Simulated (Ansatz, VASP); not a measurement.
**One calculation of GaN, two programs**

Contents of INCAR:

```
ALGO = Normal
EDIFF = 1E-6
ENCUT = 520
GGA = PS
ISIF = 2
ISMEAR = -1
LASPH = T
LCHARG = T
LELF = T
LREAL = F
LVHAR = T
LWAVE = F
NBANDS = 16
NELM = 80
PREC = Accurate
SIGMA = 0.02
```

Contents of KPOINTS:

```
k-points
0
Gamma
  13 13 13
```

The input POSCAR:

```
GaN
1.0
   -0.0597750000      1.9626125000      1.9626125000
    1.9626125000     -0.0597750000      1.9626125000
    1.9626125000      1.9626125000     -0.0597750000
Ga N
1 1
Direct
    0.5000000000      0.5000000000      0.5000000000
    0.0000000000      0.0000000000      0.0000000000
```

Input for Ansatz:

```yaml
crystal:
  lattice:
    - [-0.059775, 1.9626125, 1.9626125]
    - [1.9626125, -0.059775, 1.9626125]
    - [1.9626125, 1.9626125, -0.059775]
  atoms:
    - { symbol: Ga, position: [0.5, 0.5, 0.5] }
    - { symbol: "N", position: [0.0, 0.0, 0.0] }
kpoints:
  mp_grid: { grid: [13, 13, 13] }
  band_path:
    path:
      - [0.0, 0.0, 0.0]
      - [0.5, 0.5, 0.5]
      - [0.2579113083, 0.5, 0.7420886917]
      - [-0.2579113083, 0.2579113083, 0.5]
      - [0.0, 0.0, 0.5]
      - [0.0, 0.0, 0.0]
      - [-0.3789556542, 0.0, 0.3789556542]
      - [0.0, 0.3789556542, 0.6210443458]
      - [0.0, 0.5, 0.5]
    npoints: 5
scf:
  occupations: { method: fermi_dirac, width: 0.02 }
hamiltonian:
  xc: pbesol
  pseudopotentials: { kind: all_electron, lapw: { basis_error: 0.001 } }
output:
  forces: true
  stress: true
  eigenvalues: true
```

Change from the starting cell: equal xy, yz and zx shear strains of -3 %.

Alike in both runs: task single point; functional PBEsol; k mesh 13 × 13 × 13; occupations fermi-dirac, width 0.02 eV; no spin polarisation.

|  | VASP | Ansatz |
| --- | --- | --- |
| version | VASP 6.6.1 | Ansatz 0.2.0 |
| potentials or method | VASP PAW PBE potentials, release 64 (Ga_d, N), cutoff 520 eV | all-electron LAPW, scalar-relativistic |

```csv
,VASP,Ansatz,Ansatz less VASP
gap on the k mesh at the Fermi level (eV),1.64,1.65,+0.012
pressure (GPa),59.7,59.2,-0.57
"traceless stress, the component that is largest in VASP (GPa)",7.63,7.64,+0.013
```

VASP's potentials were made for PBE, not for PBEsol. Both programs put the cell under a high pressure, so it lies far from rest at this level. Ansatz ran all-electron here, and VASP with PAW potentials.
